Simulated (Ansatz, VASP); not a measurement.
## Nb3Te2Mo: VASP beside Ansatz

```
Nb Te Mo
1.0
     3.41483    0.00000    0.00000
     0.00000    3.41483    0.00000
     0.00000    0.00000   11.34973
Nb Te Mo
3 2 1
Direct
  0.00000 0.00000 0.58536
  0.50000 0.50000 0.18143
  0.00000 0.00000 0.31857
  0.00000 0.00000 0.04350
  0.50000 0.50000 0.72698
  0.50000 0.50000 0.45416
```

Alike in both runs: functional PBE; k mesh 5 × 5 × 2; occupations gaussian, width 0.2 eV; no spin polarisation.

Ansatz relaxed the structure, and its values are those at the end. VASP's run is a single point on that final structure, the one shown.

|  | VASP | Ansatz |
| --- | --- | --- |
| version | VASP 6.6.1 | Ansatz 0.2.0 |
| potentials or method | VASP PAW PBE potentials, release 64 (Nb_sv, Te, Mo_sv), cutoff 520 eV | scalar-relativistic, plane waves, PAW |
| valence electrons in the cell | 65 | 85 |

Ansatz gave:

| Quantity | Value |
| --- | --- |
| gap on the k mesh at the Fermi level (eV) | none |
| pressure (GPa) | 0.2 |
| rms of the force components (eV/Å) | 0.016 |

Estimate VASP's values.

gap on the k mesh at the Fermi level (eV): none; pressure (GPa): 0.0; rms of the force components (eV/Å): 0.017.

A gap of «none» marks a metal or a gap that the smearing closes. VASP's potentials hold 65 valence electrons a cell and Ansatz's 85, so a difference there can come from the potentials and not from the codes.

The k mesh is coarse, so the values compare programs but aren't converged. Spin-orbit coupling is off throughout.
